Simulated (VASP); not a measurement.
# Fe (Im-3m) in VASP: a series of runs, part 2 of 2

VASP 6.6.1.

### 3 Single point, PBE, collinear spin, ferromagnetic start

This run uses another cell than the first one, of 11.78 Å³/atom.

The input, INCAR:

```
SYSTEM = Fe
PREC     = Accurate       ! precision mode
ENCUT    = 600            ! plane-wave cutoff, eV
EDIFF    = 1E-6           ! SCF threshold, eV
ISMEAR   = -1             ! smearing method
SIGMA    = 0.1            ! smearing width, eV
LREAL    = .False.        ! projectors in reciprocal space
LASPH    = .True.         ! aspherical terms in the spheres
NELM     = 200            ! most SCF steps
ALGO     = Normal         ! electronic algorithm
ISIF     = 2              ! what is computed and relaxed
LWAVE    = .False.        ! write WAVECAR
LCHARG   = .False.        ! write CHGCAR
ISPIN    = 2              ! spin polarisation
MAGMOM   = 2.5            ! initial moments
LORBIT   = 11             ! projections on sites
LMAXMIX  = 4              ! l up to which the mixer works
GGA      = PE             ! functional
NBANDS   = 14             ! bands
GGA_COMPAT= .False.
```

The input, KPOINTS:

```
Automatic mesh
0
Gamma
  4 4 4
  0 0 0
```

The input, POSCAR:

```
Fe
1.0
   -1.4335000000      1.4335000000      1.4335000000
    1.4335000000     -1.4335000000      1.4335000000
    1.4335000000      1.4335000000     -1.4335000000
Fe
1
Direct
    0.0000000000      0.0000000000      0.0000000000
```

Potentials or basis: VASP PAW PBE potentials, release 64 (Fe).

Command:

```bash
> cat potpaw_PBE.64/Fe/POTCAR > POTCAR
> mpirun -np 1 vasp_std > vasp.out
```

OUTCAR:

```text
SYSTEM = Fe
   PREC = Accurate
   ENCUT = 600
   EDIFF = 1E-6
   ISMEAR = -1
   LREAL = .False.
   LASPH = .True.
   NELM = 200
   ISIF = 2
   ISPIN = 2
   LORBIT = 11
   GGA = PE

 ion  position               nearest neighbor table
   1  0.000  0.000  0.000-

  LATTYP: Found a body centered cubic cell.
 ALAT       =     2.8670000000

  Lattice vectors:

 A1 = (  -1.4335000000,   1.4335000000,   1.4335000000)
 A2 = (   1.4335000000,  -1.4335000000,   1.4335000000)
 A3 = (   1.4335000000,   1.4335000000,  -1.4335000000)

Analysis of symmetry for initial positions (statically):
=====================================================================
 Subroutine PRICEL returns:
 Original cell was already a primitive cell.

 Routine SETGRP: Setting up the symmetry group for a
 body centered cubic supercell.

 Subroutine GETGRP returns: Found 48 space group operations
 (whereof 48 operations were pure point group operations)
 out of a pool of 48 trial point group operations.

The static configuration has the point symmetry O_h .

Analysis of symmetry for dynamics (positions and initial velocities):
=====================================================================
 Subroutine PRICEL returns:
 Original cell was already a primitive cell.

 Routine SETGRP: Setting up the symmetry group for a
 body centered cubic supercell.

 Subroutine GETGRP returns: Found 48 space group operations
 (whereof 48 operations were pure point group operations)
 out of a pool of 48 trial point group operations.

The dynamic configuration has the point symmetry O_h .

Analysis of structural, dynamic, and magnetic symmetry:
=====================================================================
 Subroutine PRICEL returns:
 Original cell was already a primitive cell.

 Routine SETGRP: Setting up the symmetry group for a
 body centered cubic supercell.

 Subroutine GETGRP returns: Found 48 space group operations
 (whereof 48 operations were pure point group operations)
 out of a pool of 48 trial point group operations.

The overall configuration has the point symmetry O_h .

 Subroutine INISYM returns: Found 48 space group operations
[... 149 lines left out ...]
     14      37.1465      0.00000
[... 104 lines left out ...]
  band No.  band energies     occupation
      1       0.8996      1.00000
      2       0.8996      1.00000
      3       5.7805      0.44534
      4       5.7805      0.44532
      5       5.7805      0.44532
      6      15.1497      0.00000
      7      15.1497      0.00000
      8      15.1497      0.00000
      9      20.7533      0.00000
     10      20.7533      0.00000
     11      25.4520      0.00000
     12      44.2431      0.00000
     13      51.6789      0.00000
     14      51.6789      0.00000
 Fermi energy:         5.7585849250

 spin component 2

 k-point     1 :       0.0000    0.0000    0.0000
  band No.  band energies     occupation
      1      -2.5929      1.00000
      2       5.0681      0.99900
      3       5.0683      0.99900
      4       5.0683      0.99900
      5       7.1742      0.00000
      6       7.1745      0.00000
      7      29.8736      0.00000
      8      29.8736      0.00000
      9      29.8736      0.00000
     10      35.2068      0.00000
     11      35.2068      0.00000
     12      37.6937      0.00000
     13      37.6937      0.00000
     14      37.6937      0.00000
[... 105 lines left out ...]
      1       2.6996      1.00000
      2       2.6999      1.00000
      3       7.6207      0.00000
      4       7.6209      0.00000
      5       7.6210      0.00000
      6      15.3941      0.00000
      7      15.3941      0.00000
      8      15.3941      0.00000
      9      21.8129      0.00000
     10      21.8129      0.00000
     11      26.5105      0.00000
     12      44.3927      0.00000
     13      52.6754      0.00000
     14      52.6754      0.00000

------------------------ aborting loop because EDIFF is reached ----------------------------------------

  FORCE on cell =-STRESS in cart. coord.  units (eV):
  Direction    XX          YY          ZZ          XY          YZ          ZX
  --------------------------------------------------------------------------------------
  -------------------------------------------------------------------------------------
  Total       -0.7787378     -0.7787378     -0.7787378     -0.0000000     -0.0000000      0.0000000
  in kB     -105.8884911   -105.8884911   -105.8884911     -0.0000000     -0.0000000      0.0000000
  external PRESSURE =    -105.8884911 kB  Pullay stress =       0.0000000 kB

 VOLUME and BASIS-vectors are now :
 -----------------------------------------------------------------------------
  energy-cutoff  :      600.00
  volume of cell :       11.78
      direct lattice vectors                 reciprocal lattice vectors
    -1.433500000  1.433500000  1.433500000     0.000000000  0.348796652  0.348796652
     1.433500000 -1.433500000  1.433500000     0.348796652  0.000000000  0.348796652
     1.433500000  1.433500000 -1.433500000     0.348796652  0.348796652  0.000000000

 POSITION                                       TOTAL-FORCE (eV/Angst)
 -----------------------------------------------------------------------------------
      0.00000      0.00000      0.00000         0.000000     -0.000000     -0.000000
 -----------------------------------------------------------------------------------
    total drift:                                0.000000     -0.000000      0.000000

  FREE ENERGIE OF THE ION-ELECTRON SYSTEM (eV)
  ---------------------------------------------------
  free  energy   TOTEN  =        -8.2361822600 eV

  energy  without entropy=       -8.2038476204  energy(sigma->0) =       -8.22001494

 total charge

# of ion       s       p       d       tot
------------------------------------------
    1        0.478   0.472   6.260   7.209

 magnetization (x)

# of ion       s       p       d       tot
------------------------------------------
    1       -0.004  -0.038   2.046   2.003
```

OSZICAR:

```text
N       E                     dE             d eps       ncg     rms          rms(c)
DAV:   1     0.226519163309E+02    0.22652E+02   -0.38939E+03   480   0.742E+02
DAV:   2    -0.831345476185E+01   -0.30965E+02   -0.28754E+02   460   0.136E+02
DAV:   3    -0.930451416095E+01   -0.99106E+00   -0.98102E+00   562   0.251E+01
DAV:   4    -0.930765862170E+01   -0.31445E-02   -0.31442E-02   532   0.127E+00
DAV:   5    -0.930767287469E+01   -0.14253E-04   -0.14252E-04   540   0.882E-02    0.110E+01
DAV:   6    -0.841637897173E+01    0.89129E+00   -0.11155E+01   544   0.386E+01    0.611E+00
DAV:   7    -0.824567741231E+01    0.17070E+00   -0.10362E+00   538   0.117E+01    0.311E+00
DAV:   8    -0.824181458418E+01    0.38628E-02   -0.43564E-03   508   0.534E-01    0.124E+00
DAV:   9    -0.823634828095E+01    0.54663E-02   -0.24391E-03   554   0.263E-01    0.305E-01
DAV:  10    -0.823615154610E+01    0.19673E-03   -0.26416E-04   550   0.102E-01    0.439E-02
DAV:  11    -0.823618251387E+01   -0.30968E-04   -0.36935E-05   538   0.567E-02    0.249E-02
DAV:  12    -0.823618225998E+01    0.25389E-06   -0.33970E-06   508   0.143E-02
   1 F= -.82361823E+01 E0= -.82200149E+01  d E =-.323346E-01  mag=     2.0070
```

It took 7.8 s on 1 thread of Intel Xeon 8259CL, shared host; peak memory 0.13 GiB.

What came out:

```yaml
Free_energy: -8.2362 eV
Pressure: -10.6 GPa
Band_gap_on_the_k_mesh: zero (filled and empty bands overlap)
Net_moment: 2.01 μB per cell
Site_moments: Fe +2.00 μB
Valence_electrons_inside_the_program's_atomic_spheres: Fe 7.21
```

Caveat: the k points lie up to 0.77 Å⁻¹ apart, too coarse for converged energies and pressures of a metal.
